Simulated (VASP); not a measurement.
# NaI (P6_3/mmc) in VASP: single point with PBE

Aim: the single point of NaI with PBE.

Everything below comes from runs of VASP 6.6.1. Logs are shortened: lines on timing, memory, paths and dates and some standing lists are left out, and cuts for length are marked.

## 1. The cell of the first run

The structure is hexagonal, space group P6_3/mmc (No. 194). Conventional cell: a = 5.416 Å, b = 5.416 Å, c = 6.462 Å, α = 90.00°, β = 90.00°, γ = 120.00°. Na (site symmetry -6m2) has 5 I at 3.13 to 3.23 Å within 4.1 Å. I (site symmetry -6m2) has 5 Na at 3.13 to 3.23 Å within 4.1 Å.

## 2. Single point, PBE

The input, INCAR:

```
SYSTEM = NaI
PREC = Accurate
ENCUT = 520
EDIFF = 1E-6
ISMEAR = 0
SIGMA = 0.01
LREAL = .FALSE.
LASPH = .TRUE.
NELM = 80
ALGO = Normal
ISIF = 2
LWAVE = .FALSE.
LCHARG = .FALSE.
GGA = PE
NBANDS = 22
```

The input, KPOINTS:

```
Automatic mesh
0
G
  6 6 2
  0 0 0
```

The input, POSCAR:

```
NaI
1.0
    5.4164419846      0.0000000000      0.0000000000
   -2.7082209923      4.6907763568      0.0000000000
    0.0000000000      0.0000000000      6.4622148804
Na I
2 2
Direct
    0.3333333333      0.6666666667      0.2500000000
    0.6666666667      0.3333333333      0.7500000000
    0.6666666667      0.3333333333      0.2500000000
    0.3333333333      0.6666666667      0.7500000000
```

Potentials or basis: VASP PAW PBE potentials, release 64 (Na_pv, I).

The run is started by

```bash
> cat potpaw_PBE.64/Na_pv/POTCAR potpaw_PBE.64/I/POTCAR > POTCAR
> mpirun -np 1 vasp_std > vasp.out
```

OUTCAR:

```text
SYSTEM = NaI
   PREC = Accurate
   ENCUT = 520
   EDIFF = 1E-6
   ISMEAR = 0
   LREAL = .FALSE.
   LASPH = .TRUE.
   NELM = 80
   ISIF = 2
   GGA = PE

 ion  position               nearest neighbor table
   1  0.333  0.667  0.250-   3 3.13   3 3.13   3 3.13
   2  0.667  0.333  0.750-   4 3.13   4 3.13   4 3.13
   3  0.667  0.333  0.250-   1 3.13   1 3.13   1 3.13
   4  0.333  0.667  0.750-   2 3.13   2 3.13   2 3.13

  LATTYP: Found a hexagonal cell.
 ALAT       =     5.4164419846
 C/A-ratio  =     1.1930737740

  Lattice vectors:

 A1 = (   5.4164419846,   0.0000000000,   0.0000000000)
 A2 = (  -2.7082209923,   4.6907763568,   0.0000000000)
 A3 = (   0.0000000000,   0.0000000000,   6.4622148804)

Analysis of symmetry for initial positions (statically):
=====================================================================
 Subroutine PRICEL returns:
 Original cell was already a primitive cell.

 Routine SETGRP: Setting up the symmetry group for a
 hexagonal supercell.

 Subroutine GETGRP returns: Found 24 space group operations
 (whereof 12 operations were pure point group operations)
 out of a pool of 24 trial point group operations.

The static configuration has the point symmetry D_3d.
 The point group associated with its full space group is D_6h.

Analysis of symmetry for dynamics (positions and initial velocities):
=====================================================================
 Subroutine PRICEL returns:
 Original cell was already a primitive cell.

 Routine SETGRP: Setting up the symmetry group for a
 hexagonal supercell.

 Subroutine GETGRP returns: Found 24 space group operations
 (whereof 12 operations were pure point group operations)
 out of a pool of 24 trial point group operations.

The dynamic configuration has the point symmetry D_3d.
 The point group associated with its full space group is D_6h.

 Subroutine INISYM returns: Found 24 space group operations
 (whereof 12 operations are pure point group operations),
 and found     1 'primitive' translations

----------------------------------------------------------------------------------------

                                     Primitive cell

  volume of cell :     164.1875

  direct lattice vectors                    reciprocal lattice vectors
     5.416441985  0.000000000  0.000000000     0.184623043  0.106592163  0.000000000
    -2.708220992  4.690776357  0.000000000     0.000000000  0.213184327  0.000000000
     0.000000000  0.000000000  6.462214880     0.000000000  0.000000000  0.154745705

  length of vectors
     5.416441985  5.416441985  6.462214880     0.213184327  0.213184327  0.154745705

  position of ions in fractional coordinates (direct lattice)
     0.333333333  0.666666667  0.250000000
     0.666666667  0.333333333  0.750000000
     0.666666667  0.333333333  0.250000000
     0.333333333  0.666666667  0.750000000

  ion indices of the primitive-cell ions
   primitive index   ion index
                 1           1
                 2           2
                 3           3
                 4           4

----------------------------------------------------------------------------------------

 KPOINTS: Automatic mesh

Automatic generation of k-mesh.
 Grid dimensions read from file:
 generate k-points for:    6    6    2

 Generating k-lattice:

  Cartesian coordinates                     Fractional coordinates (reciprocal lattice)
     0.030770507  0.017765361  0.000000000     0.166666667  0.000000000  0.000000000
     0.000000000  0.035530721  0.000000000     0.000000000  0.166666667  0.000000000
     0.000000000  0.000000000  0.077372853     0.000000000  0.000000000  0.500000000

  Length of vectors
     0.035530721  0.035530721  0.077372853

  Shift w.r.t. Gamma in fractional coordinates (k-lattice)
     0.000000000  0.000000000  0.000000000

 Subroutine IBZKPT returns following result:
 ===========================================

 Found     14 irreducible k-points:

 Following reciprocal coordinates:
            Coordinates               Weight
  0.000000  0.000000  0.000000      1.000000
  0.166667  0.000000  0.000000      6.000000
  0.333333  0.000000  0.000000      6.000000
  0.500000  0.000000  0.000000      3.000000
  0.166667  0.166667  0.000000      6.000000
  0.333333  0.166667  0.000000     12.000000
  0.333333  0.333333  0.000000      2.000000
  0.000000  0.000000  0.500000      1.000000
  0.166667  0.000000  0.500000      6.000000
  0.333333  0.000000  0.500000      6.000000
  0.500000  0.000000  0.500000      3.000000
  0.166667  0.166667  0.500000      6.000000
  0.333333  0.166667  0.500000     12.000000
  0.333333  0.333333  0.500000      2.000000
   k-points           NKPTS =     14   k-points in BZ     NKDIM =     14   number of bands    NBANDS=     22
   number of dos      NEDOS =    301   number of ions     NIONS =      4
   total plane-waves  NPLWV =  76800
   dimension x,y,z NGX =    40 NGY =   40 NGZ =   48
   dimension x,y,z NGXF=    80 NGYF=   80 NGZF=   96
   ions per type =               2   2
   NGX,Y,Z   is equivalent  to a cutoff of  12.28, 12.28, 12.35 a.u.
   NGXF,Y,Z  is equivalent  to a cutoff of  24.55, 24.55, 24.70 a.u.
 SYSTEM =  NaI
   PREC   = accura    normal or accurate (medium, high low for compatibility)
   ISTART =      0    job   : 0-new  1-cont  2-samecut
   ICHARG =      2    charge: 1-file 2-atom 10-const
   ISPIN  =      1    spin polarized calculation?
   LNONCOLLINEAR =      F non collinear calculations
   LSORBIT =      F    spin-orbit coupling
   LASPH  =      T    aspherical Exc in radial PAW
   ENCUT  =  520.0 eV  38.22 Ry    6.18 a.u.  10.07 10.07 12.02*2*pi/ulx,y,z
   NELM   =     80;   NELMIN=  2; NELMDL= -5     # of ELM steps
   EDIFF  = 0.1E-05   stopping-criterion for ELM
   LREAL  =      F    real-space projection
   EDIFFG = 0.1E-04   stopping-criterion for IOM
   NSW    =      0    number of steps for IOM
   IBRION =     -1    ionic relax: 0-MD 1-quasi-New 2-CG
   NFREE  =      0    steps in history (QN), initial steepest desc. (CG)
   ISIF   =      2    stress and relaxation
   ISYM   =      2    0-nonsym 1-usesym 2-fastsym
   POTIM  = 0.5000    time-step for ionic-motion
   TEBEG  =    0.0;   TEEND  =   0.0 temperature during run
   PSTRESS=    0.0 pullay stress
   NELECT =      28.0000    total number of electrons
   NUPDOWN=      -1.0000    fix difference up-down
   EMIN   =  10.00;   EMAX   =-10.00  energy-range for DOS
   EFERMI =   0.00;   METHOD = LEGACY
   ISMEAR =     0;   SIGMA  =   0.01  broadening in eV -4-tet -1-fermi 0-gaus
   EFERMI_NEDOS =   21; number of points for ismear=-14 and -15
   IALGO  =     38    algorithm
   IMIX   =      4    mixing-type and parameters
     AMIX     =   0.40;   BMIX     =  1.00
     AMIX_MAG =   1.60;   BMIX_MAG =  1.00
  volume/ion in A,a.u.               =      41.05       277.00
  Fermi-wavevector in a.u.,A,eV,Ry     =   0.907850  1.715588 11.213808  0.824192
  Thomas-Fermi vector in A             =   2.031706
   LORBIT       =      0    0 simple, 1 ext, 2 COOP (PROOUT), +10 PAW based schemes
   GGA     = PE    functional components
   LHFCALC =     F    Hartree Fock is set to
   AEXX    =    0.0000 exact exchange contribution
   IVDW    =     0    specifies the selected vdW correction
   LEPSILON=     F    determine dielectric tensor
   LRPA    =     F    only Hartree local field effects (RPA)
 non-spin polarized calculation
 Gauss-broadening in eV      SIGMA  =   0.01
  energy-cutoff  :      520.00
  volume of cell :      164.19
 maximum number of plane-waves:      4476
   NGX = 21   NGY = 21   NGZ = 25

 number of electron      28.0000001 magnetization

 Free energy of the ion-electron system (eV)
  ---------------------------------------------------
  ext. energy  EPLUGINS =         0.00000000
  ---------------------------------------------------
  free energy    TOTEN  =       -10.66480583 eV

  energy without entropy =      -10.66480583  energy(sigma->0) =      -10.66480583

 E-fermi :  -0.2531     XC(G=0):  -6.7660

 val. band max:       -0.3298365810   @ k =   0.0000   0.0000   0.0000
 cond. band min:       3.2299191718   @ k =   0.0000   0.0000   0.0000
 fundamental gap:      3.5597557528
 Fermi energy:        -0.2530966252

 k-point     1 :       0.0000    0.0000    0.0000
  band No.  band energies     occupation
      1     -22.7961      2.00000
      2     -22.7961      2.00000
      3     -22.7946      2.00000
      4     -22.7946      2.00000
      5     -22.7926      2.00000
      6     -22.7887      2.00000
[... 14 lines left out ...]
     21       7.6037      0.00000
     22       7.6037      0.00000

 k-point     2 :       0.1667    0.0000    0.0000
  band No.  band energies     occupation
      1     -22.7963      2.00000
      2     -22.7962      2.00000
      3     -22.7949      2.00000
      4     -22.7946      2.00000
      5     -22.7924      2.00000
      6     -22.7889      2.00000
[... 14 lines left out ...]
     21       7.3356      0.00000
     22       7.9339      0.00000

 k-point     3 :       0.3333    0.0000    0.0000
  band No.  band energies     occupation
      1     -22.7967      2.00000
      2     -22.7964      2.00000
      3     -22.7956      2.00000
      4     -22.7946      2.00000
      5     -22.7917      2.00000
      6     -22.7895      2.00000
[... 14 lines left out ...]
     21       7.7158      0.00000
     22       8.6032      0.00000
[... 226 lines left out ...]
 k-point    13 :       0.3333    0.1667    0.5000
  band No.  band energies     occupation
      1     -22.7971      2.00000
      2     -22.7971      2.00000
      3     -22.7956      2.00000
      4     -22.7956      2.00000
      5     -22.7900      2.00000
      6     -22.7900      2.00000
[... 14 lines left out ...]
     21       7.9573      0.00000
     22       7.9573      0.00000

 k-point    14 :       0.3333    0.3333    0.5000
  band No.  band energies     occupation
      1     -22.7972      2.00000
      2     -22.7972      2.00000
      3     -22.7957      2.00000
      4     -22.7957      2.00000
      5     -22.7900      2.00000
      6     -22.7900      2.00000
[... 14 lines left out ...]
     21       8.1205      0.00000
     22       8.1205      0.00000

------------------------ aborting loop because EDIFF is reached ----------------------------------------

  FORCE on cell =-STRESS in cart. coord.  units (eV):
  Direction    XX          YY          ZZ          XY          YZ          ZX
  --------------------------------------------------------------------------------------
  -------------------------------------------------------------------------------------
  Total        0.3920903      0.3920903      0.4224358      0.0000000      0.0000000      0.0000000
  in kB        3.8261016      3.8261016      4.1222189      0.0000000      0.0000000      0.0000000
  external PRESSURE =       3.9248073 kB  Pullay stress =       0.0000000 kB

 VOLUME and BASIS-vectors are now :
 -----------------------------------------------------------------------------
  energy-cutoff  :      520.00
  volume of cell :      164.19
      direct lattice vectors                 reciprocal lattice vectors
     5.416441985  0.000000000  0.000000000     0.184623043  0.106592163  0.000000000
    -2.708220992  4.690776357  0.000000000     0.000000000  0.213184327  0.000000000
     0.000000000  0.000000000  6.462214880     0.000000000  0.000000000  0.154745705

 POSITION                                       TOTAL-FORCE (eV/Angst)
 -----------------------------------------------------------------------------------
     -0.00000      3.12718      1.61555         0.000000      0.000000      0.000000
      2.70822      1.56359      4.84666        -0.000000     -0.000000      0.000000
      2.70822      1.56359      1.61555         0.000000     -0.000000      0.000000
     -0.00000      3.12718      4.84666        -0.000000      0.000000      0.000000
 -----------------------------------------------------------------------------------
    total drift:                                0.000000     -0.000000      0.000000

  FREE ENERGIE OF THE ION-ELECTRON SYSTEM (eV)
  ---------------------------------------------------
  free  energy   TOTEN  =       -10.6648058253 eV

  energy  without entropy=      -10.6648058253  energy(sigma->0) =      -10.66480583
```

Run time: 80 s. Hardware: 1 thread of AMD EPYC 7R13, shared host; peak memory 0.23 GiB.

Results:

```yaml
Free_energy: -10.6648 eV
Pressure: 0.4 GPa
Band_gap_on_the_k_mesh: 3.56 eV
```

Caveat: the k points lie up to 0.49 Å⁻¹ apart; spin-orbit coupling is left out, which moves the levels of the heavy elements.
